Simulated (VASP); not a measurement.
Re:

```
CELL_PARAMETERS angstrom
0.00000 1.97500 1.97500
1.97500 0.00000 1.97500
1.97500 1.97500 0.00000
ATOMIC_POSITIONS crystal
Re 0.00000 0.00000 0.00000
```

- Program: VASP 6.6.1
- Task: relaxation of cell and atoms
- Functional: BLYP
- Potentials or basis: VASP PAW PBE potentials, release 64 (Re)
- Cutoff: 600 eV
- k mesh: 12 × 12 × 12
- Occupations: fermi-dirac, width 0.05 eV
- Spin: no spin polarisation

At the start: pressure 5.8 GPa; volume 15.41 Å³/atom.

Where does the relaxation end?

Over 4 steps the energy falls by 4.7 meV/atom and the volume is 15.67 Å³/atom (+1.7 %); space group Fm-3m (No. 225, to 0.05 Å).

The path:
```tsv
step	energy change (eV)	largest force (eV/Å)	pressure (GPa)	volume (Å³)
1	0.0000	0.0000	5.77	15.41
2	0.0539	0.0000	-17.52	16.68
3	-0.0046	0.0000	-0.19	15.68
4	-0.0047	0.0000	0.00	15.67
```

Final structure:
```
CELL_PARAMETERS angstrom
0.00000 1.98611 1.98611
1.98611 0.00000 1.98611
1.98611 1.98611 0.00000
ATOMIC_POSITIONS crystal
Re 0.00000 0.00000 0.00000
```

Caveat: the PAW data sets were made with another functional, which shifts forces and pressure a little.
